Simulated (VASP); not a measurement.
# Te2Mo in VASP: a series of runs

Runs on Te2Mo. Level: r2SCAN. Tasks: single point.

Everything below comes from runs of VASP 6.6.1. Logs are shortened: lines on timing, memory, paths and dates and some standing lists are left out, and cuts for length are marked.

### 1 The cell of the first run

The cell holds a slab with vacuum, 3 atoms: a = 3.418 Å, b = 3.418 Å, c = 18.926 Å, α = 90.00°, β = 90.00°, γ = 120.00°.

### 2 Single point, r2SCAN (strain -0.040 along x and y, +0.080 along z)

POSCAR reads:

```
Te2Mo
1.0
    3.4178235014      0.0000000000      0.0000000000
   -1.7089117507      2.9599219779      0.0000000000
    0.0000000000      0.0000000000     18.9259824456
Te Mo
2 1
Direct
    0.3333333333      0.6666666667      0.8978554500
    0.3333333333      0.6666666667      0.1021445500
    0.0000000000      0.0000000000      0.0000000000
```

INCAR.step1 reads:

```
PREC = Accurate
ENCUT = 520
ISMEAR = 0
SIGMA = 0.05
LREAL = F
LASPH = T
NELM = 100
NBANDS = 20
GGA = PE
ALGO = Normal
EDIFF = 1E-4
LWAVE = T
LCHARG = F
```

INCAR.step2 reads:

```
PREC = Accurate
ENCUT = 520
EDIFF = 1E-7
ISMEAR = 0
SIGMA = 0.05
LREAL = F
LASPH = T
NELM = 100
ALGO = Normal
ISIF = 2
LWAVE = F
LCHARG = F
METAGGA = R2SCAN
LMIXTAU = T
NBANDS = 20
ISTART = 1
```

KPOINTS reads:

```
regular mesh
0
Gamma
  12 12 2
```

Potentials or basis: VASP PAW PBE potentials, release 64 (Te, Mo_sv).

Launch:

```bash
$ cat potpaw_PBE.64/Te/POTCAR potpaw_PBE.64/Mo_sv/POTCAR > POTCAR
$ cp INCAR.step1 INCAR
$ mpirun -np 1 vasp_std > vasp.out
$ cp INCAR.step2 INCAR
$ mpirun -np 1 vasp_std > vasp.out
```

OUTCAR:

```text
PREC = Accurate
   ENCUT = 520
   EDIFF = 1E-7
   ISMEAR = 0
   LREAL = F
   LASPH = T
   NELM = 100
   ISIF = 2
   METAGGA = R2SCAN
   ISTART = 1

 ion  position               nearest neighbor table
   1  0.333  0.667  0.898-   3 2.76   3 2.76   3 2.76
   2  0.333  0.667  0.102-   3 2.76   3 2.76   3 2.76
   3  0.000  0.000  0.000-   1 2.76   2 2.76   1 2.76   2 2.76   1 2.76   2 2.76

  LATTYP: Found a hexagonal cell.
 ALAT       =     3.4178235014
 C/A-ratio  =     5.5374370379

  Lattice vectors:

 A1 = (   3.4178235014,   0.0000000000,   0.0000000000)
 A2 = (  -1.7089117507,   2.9599219779,   0.0000000000)
 A3 = (   0.0000000000,   0.0000000000,  18.9259824456)

Analysis of symmetry for initial positions (statically):
=====================================================================
 Subroutine PRICEL returns:
 Original cell was already a primitive cell.

 Routine SETGRP: Setting up the symmetry group for a
 hexagonal supercell.

 Subroutine GETGRP returns: Found 12 space group operations
 (whereof 12 operations were pure point group operations)
 out of a pool of 24 trial point group operations.

The static configuration has the point symmetry D_3h.

Analysis of symmetry for dynamics (positions and initial velocities):
=====================================================================
 Subroutine PRICEL returns:
 Original cell was already a primitive cell.

 Routine SETGRP: Setting up the symmetry group for a
 hexagonal supercell.

 Subroutine GETGRP returns: Found 12 space group operations
 (whereof 12 operations were pure point group operations)
 out of a pool of 24 trial point group operations.

The dynamic configuration has the point symmetry D_3h.

 Subroutine INISYM returns: Found 12 space group operations
 (whereof 12 operations are pure point group operations),
 and found     1 'primitive' translations

----------------------------------------------------------------------------------------

                                     Primitive cell

  volume of cell :     191.4645

  direct lattice vectors                    reciprocal lattice vectors
     3.417823501  0.000000000  0.000000000     0.292583862  0.168923372  0.000000000
    -1.708911751  2.959921978  0.000000000     0.000000000  0.337846743  0.000000000
     0.000000000  0.000000000 18.925982446     0.000000000  0.000000000  0.052837416

  length of vectors
[... 82 lines left out ...]
   ENCUT  =  520.0 eV  38.22 Ry    6.18 a.u.   6.35  6.35 35.19*2*pi/ulx,y,z
   NELM   =    100;   NELMIN=  2; NELMDL=  0     # of ELM steps
   EDIFF  = 0.1E-06   stopping-criterion for ELM
   LREAL  =      F    real-space projection
   EDIFFG = 0.1E-05   stopping-criterion for IOM
   NSW    =      0    number of steps for IOM
   IBRION =     -1    ionic relax: 0-MD 1-quasi-New 2-CG
   NFREE  =      0    steps in history (QN), initial steepest desc. (CG)
   ISIF   =      2    stress and relaxation
   ISYM   =      2    0-nonsym 1-usesym 2-fastsym
   POTIM  = 0.5000    time-step for ionic-motion
   TEBEG  =    0.0;   TEEND  =   0.0 temperature during run
   PSTRESS=    0.0 pullay stress
   NELECT =      26.0000    total number of electrons
   NUPDOWN=      -1.0000    fix difference up-down
   EMIN   =  10.00;   EMAX   =-10.00  energy-range for DOS
   EFERMI =   0.00;   METHOD = LEGACY
   ISMEAR =     0;   SIGMA  =   0.05  broadening in eV -4-tet -1-fermi 0-gaus
   EFERMI_NEDOS =   21; number of points for ismear=-14 and -15
   IALGO  =     38    algorithm
   IMIX   =      4    mixing-type and parameters
     AMIX     =   0.40;   BMIX     =  1.00
     AMIX_MAG =   1.60;   BMIX_MAG =  1.00
  volume/ion in A,a.u.               =      63.82       430.69
  Fermi-wavevector in a.u.,A,eV,Ry     =   0.841466  1.590140  9.633807  0.708065
  Thomas-Fermi vector in A             =   1.956015
   LORBIT       =      0    0 simple, 1 ext, 2 COOP (PROOUT), +10 PAW based schemes
   METAGGA = R2SCAN    functional components
   LHFCALC =     F    Hartree Fock is set to
   AEXX    =    0.0000 exact exchange contribution
   IVDW    =     0    specifies the selected vdW correction
   LEPSILON=     F    determine dielectric tensor
   LRPA    =     F    only Hartree local field effects (RPA)
 non-spin polarized calculation
 Gauss-broadening in eV      SIGMA  =   0.05
  energy-cutoff  :      520.00
  volume of cell :      191.46
 maximum number of plane-waves:      5192
 NGX is ok and might be reduce to    28
   NGX = 13   NGY = 13   NGZ = 71

 number of electron      26.0000002 magnetization

 Free energy of the ion-electron system (eV)
  ---------------------------------------------------
  ext. energy  EPLUGINS =         0.00000000
  ---------------------------------------------------
  free energy    TOTEN  =       -77.53705556 eV

  energy without entropy =      -77.53705556  energy(sigma->0) =      -77.53705556

 E-fermi :   0.6993     XC(G=0):  -4.7262

 val. band max:        0.2735946482   @ k =   0.5000   0.0000   0.0000
 cond. band min:       1.2955637672   @ k =   0.1667   0.1667   0.0000
 fundamental gap:      1.0219691190
 Fermi energy:         0.6993324269

 k-point     1 :       0.0000    0.0000    0.0000
  band No.  band energies     occupation
      1     -62.4160      2.00000
      2     -35.9056      2.00000
      3     -35.6598      2.00000
      4     -35.6598      2.00000
      5     -13.2180      2.00000
      6     -12.4599      2.00000
[... 541 lines left out ...]
     19       6.4859      0.00000
     20       6.5741      0.00000

 [... further k-points ...]

------------------------ aborting loop because EDIFF is reached ----------------------------------------

  FORCE on cell =-STRESS in cart. coord.  units (eV):
  Direction    XX          YY          ZZ          XY          YZ          ZX
  --------------------------------------------------------------------------------------
  -------------------------------------------------------------------------------------
  Total        1.7186575      1.7186575     -4.3195071      0.0000000      0.0000000      0.0000000
  in kB       14.3817452     14.3817452    -36.1456839      0.0000000      0.0000000      0.0000000
  external PRESSURE =      -2.4607312 kB  Pullay stress =       0.0000000 kB

 VOLUME and BASIS-vectors are now :
 -----------------------------------------------------------------------------
  energy-cutoff  :      520.00
  volume of cell :      191.46
      direct lattice vectors                 reciprocal lattice vectors
     3.417823501  0.000000000  0.000000000     0.292583862  0.168923372  0.000000000
    -1.708911751  2.959921978  0.000000000     0.000000000  0.337846743  0.000000000
     0.000000000  0.000000000 18.925982446     0.000000000  0.000000000  0.052837416

 POSITION                                       TOTAL-FORCE (eV/Angst)
 -----------------------------------------------------------------------------------
     -0.00000      1.97328     16.99280        -0.000000      0.000000      1.114781
     -0.00000      1.97328      1.93319        -0.000000      0.000000     -1.114781
      0.00000      0.00000      0.00000         0.000000     -0.000000     -0.000000
 -----------------------------------------------------------------------------------
    total drift:                                0.000001     -0.000000     -0.000000

  FREE ENERGIE OF THE ION-ELECTRON SYSTEM (eV)
  ---------------------------------------------------
  free  energy   TOTEN  =       -77.5370555571 eV

  energy  without entropy=      -77.5370555571  energy(sigma->0) =      -77.53705556
```

OUTCAR.step1:

```text
PREC = Accurate
   ENCUT = 520
   ISMEAR = 0
   LREAL = F
[... 779 lines left out ...]
     -0.00000      1.97328     16.99280        -0.000000      0.000000      0.851565
     -0.00000      1.97328      1.93319        -0.000000      0.000000     -0.851565
      0.00000      0.00000      0.00000         0.000000     -0.000000      0.000000
 -----------------------------------------------------------------------------------
    total drift:                                0.000000     -0.000000     -0.000000

  FREE ENERGIE OF THE ION-ELECTRON SYSTEM (eV)
  ---------------------------------------------------
  free  energy   TOTEN  =       -17.8507287924 eV

  energy  without entropy=      -17.8507287924  energy(sigma->0) =      -17.85072879
```

Wall time 7.5 min (1 thread of Intel Xeon 6975P-C (Granite Rapids), shared host); peak memory 0.45 GiB.

What came out:

```
Free energy            : -77.5371 eV
Largest force          : 1.115 eV/Å
Band gap on the k mesh : 1.02 eV, indirect (least direct gap 1.40 eV)
```

Forces in eV/Å, atoms in the order of the input:
```
Te   0.000  0.000  1.115
Te   0.000  0.000 -1.115
Mo   0.000  0.000  0.000
```

Caveat: the cell differs from its parent crystal (strain -0.040 along x and y, +0.080 along z); the PAW data sets were made with another functional, which shifts forces and pressure a little; spin-orbit coupling is left out, which moves the levels of the heavy elements.

### 3 Single point, r2SCAN (strain +0.040 along x and y, -0.080 along z)

POSCAR reads:

```
Te2Mo
1.0
    3.7026421266      0.0000000000      0.0000000000
   -1.8513210633      3.2065821427      0.0000000000
    0.0000000000      0.0000000000     16.1221331944
Te Mo
2 1
Direct
    0.3333333333      0.6666666667      0.8978554500
    0.3333333333      0.6666666667      0.1021445500
    0.0000000000      0.0000000000      0.0000000000
```

INCAR.step1 reads:

```
SYSTEM = Te2Mo
PREC = Accurate
ENCUT = 520
ISMEAR = 0
SIGMA = 0.05
LREAL = .FALSE.
LASPH = .TRUE.
NELM = 80
NBANDS = 20
GGA = PE
ALGO = Normal
EDIFF = 1E-4
LWAVE = .TRUE.
LCHARG = .FALSE.
```

INCAR.step2 reads:

```
SYSTEM = Te2Mo
PREC = Accurate
ENCUT = 520
EDIFF = 1E-6
ISMEAR = 0
SIGMA = 0.05
LREAL = .FALSE.
LASPH = .TRUE.
NELM = 80
ALGO = Normal
ISIF = 2
LWAVE = .FALSE.
LCHARG = .TRUE.
METAGGA = R2SCAN
LMIXTAU = .TRUE.
LELF = .TRUE.
LVHAR = .TRUE.
NBANDS = 20
ISTART = 1
```

KPOINTS reads:

```
regular mesh
0
G
  12 12 2
  0 0 0
```

Potentials or basis: VASP PAW PBE potentials, release 64 (Te, Mo_sv).

Launch:

```bash
$ cat potpaw_PBE.64/Te/POTCAR potpaw_PBE.64/Mo_sv/POTCAR > POTCAR
$ cp INCAR.step1 INCAR
$ mpirun -np 1 vasp_std > vasp.out
$ cp INCAR.step2 INCAR
$ mpirun -np 1 vasp_std > vasp.out
```

It took 5.5 min on 1 thread of Intel Xeon 6975P-C (Granite Rapids), shared host; peak memory 0.41 GiB.

The run converged. Its results:

| Item | Value |
| --- | --- |
| Free energy | -77.5182 eV |
| Largest force | 1.561 eV/Å |
| Band gap on the k mesh | 0.37 eV, indirect (least direct gap 0.75 eV) |

Forces in eV/Å, atoms in the order of the input:
```
Te   0.000  0.000 -1.561
Te   0.000  0.000  1.561
Mo   0.000  0.000  0.000
```

Levels at points of the mesh, in eV from the valence-band top:
```csv
k point,band 11,band 12,band 13,band 14,band 15,band 16
"(0.00, 0.00, 0.00)",-1.60,-1.07,0.00,2.73,2.73,3.20
"(0.50, 0.00, 0.00)",-1.28,-1.25,-0.81,0.94,1.24,3.54
"(0.00, 0.00, 0.50)",-1.60,-1.07,0.00,2.73,2.73,3.20
"(0.50, 0.00, 0.50)",-1.28,-1.25,-0.81,0.94,1.24,3.54
```

Caveat: the cell differs from its parent crystal (strain +0.040 along x and y, -0.080 along z); the PAW data sets were made with another functional, which shifts forces and pressure a little; spin-orbit coupling is left out, which moves the levels of the heavy elements.
